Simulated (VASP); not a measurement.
Runs of VASP 6.6.1 on ZnO. The structure is that of space group P6_3/mmc (No. 194), or close to it. The cells are those of the table. 

```tsv
level	potentials or basis	cell	smearing	gap on the mesh (eV)	pressure (GPa)
LDA	VASP PAW LDA potentials, release 64 (Zn, O)	a = 3.417, b = 3.417, c = 4.478 Å, angles 90.0, 90.0, 120.0°, 4 atoms	gaussian 0.01 eV	0.95	-5.1
PBEsol	VASP PAW PBE potentials, release 64 (Zn, O)	a = 3.410, b = 3.410, c = 4.489 Å, angles 90.0, 90.0, 120.0°, 4 atoms	fermi-dirac 0.02 eV	0.92	0.8
PBE	VASP PAW PBE potentials, release 64 (Zn, O)	a = 3.444, b = 3.444, c = 4.618 Å, angles 90.0, 90.0, 120.0°, 4 atoms	fermi-dirac 0.02 eV	(b)	0.9
PBE	VASP PAW PBE potentials, release 64 (Zn, O)	a = 3.417, b = 3.417, c = 4.478 Å, angles 90.0, 90.0, 120.0°, 4 atoms	fermi-dirac 0.02 eV	(c)	7.6
LDA	VASP PAW LDA potentials, release 64 (Zn, O)	a = 3.368, b = 3.368, c = 4.428 Å, angles 90.0, 90.0, 120.0°, 4 atoms	fermi-dirac 0.02 eV	1.07	(a)
```

Alike in all rows: task single point; no spin polarisation; k mesh 12 × 12 × 6; cutoff (eV) 520.

Estimate the missing entries.

(a) 1.4; (b) 0.93; (c) 1.00.

Caveats: the PAW data sets were made with another functional, which shifts forces and pressure a little (some runs).

A k mesh can miss the band edges.
